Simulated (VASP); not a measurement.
Wanted: the native input for a VASP 6.6.1 run.

```
Task                   : relaxation of shape and atoms at fixed volume
Functional             : r2SCAN
Potentials or basis    : VASP PAW PBE potentials, release 64 (Ti_sv, O)
Cutoff                 : 600 eV
k mesh                 : 18 × 18 × 14
Occupations            : gaussian, width 0.1 eV
Spin                   : no spin polarisation
Dipole correction      : no
Further INCAR settings : ALGO = Normal; EDIFF = 1e-06; IBRION = 2; EDIFFG = -0.01; NSW = 50; ISIF = 4
```

Crystal: TiO.

```xyz
2
Lattice="2.7443 0.0000 0.0000 -1.3722 2.3767 0.0000 0.0000 0.0000 2.7651" Properties=species:S:1:pos:R:3 pbc="T T T"
Ti    1.3722    0.7922    0.0000
O     0.0000    0.0000    1.3825
```

The input as run:

POSCAR

```
TiO
1.0
    2.7443450838      0.0000000000      0.0000000000
   -1.3721725419      2.3766725593      0.0000000000
    0.0000000000      0.0000000000      2.7650615433
Ti O
1 1
Direct
    0.6666666667      0.3333333333      0.0000000000
    0.0000000000      0.0000000000      0.5000000000
```

INCAR.step1

```
  PREC = Accurate
  ENCUT = 600
  ISMEAR = 0
  SIGMA = 0.1
  LREAL = False
  LASPH = True
  NELM = 100
  GGA = PE
  ALGO = Normal
  EDIFF = 1E-4
  LWAVE = True
  LCHARG = False
```

INCAR.step2

```
  PREC = Accurate
  ENCUT = 600
  EDIFF = 1E-6
  ISMEAR = 0
  SIGMA = 0.1
  LREAL = False
  LASPH = True
  NELM = 100
  ALGO = Normal
  ISIF = 4
  LWAVE = False
  LCHARG = False
  METAGGA = R2SCAN
  LMIXTAU = True
  IBRION = 2
  NSW = 50
  EDIFFG = -0.01
  ISTART = 1
```

KPOINTS

```
Automatic mesh
0
Gamma
  18 18 14
```

Potentials or basis: VASP PAW PBE potentials, release 64 (Ti_sv, O).

The run is started by

```console
$ cat potpaw_PBE.64/Ti_sv/POTCAR potpaw_PBE.64/O/POTCAR > POTCAR
$ cp INCAR.step1 INCAR
$ mpirun -np 1 vasp_std > vasp.out
$ cp INCAR.step2 INCAR
$ mpirun -np 1 vasp_std > vasp.out
```

It gave:

```yaml
Energy_gained_by_relaxing: 0.1 meV/atom
Ionic_steps: 3
Pressure_after_relaxing: 19.9 GPa
Band_gap_on_the_k_mesh: zero (bands 9 and 10 overlap by 0.03 eV)
```

Caveat: the PAW data sets were made with another functional, which shifts forces and pressure a little; semilocal functionals often make such compounds metallic where correlation or magnetic order opens a gap, which also shifts bond lengths.

Wall time 6.8 min on 1 thread of Intel(R) Xeon(R) Platinum 8259CL CPU @ 2.50GHz (Skylake/Cascade Lake), with other jobs on the host, peak memory 0.23 GiB.
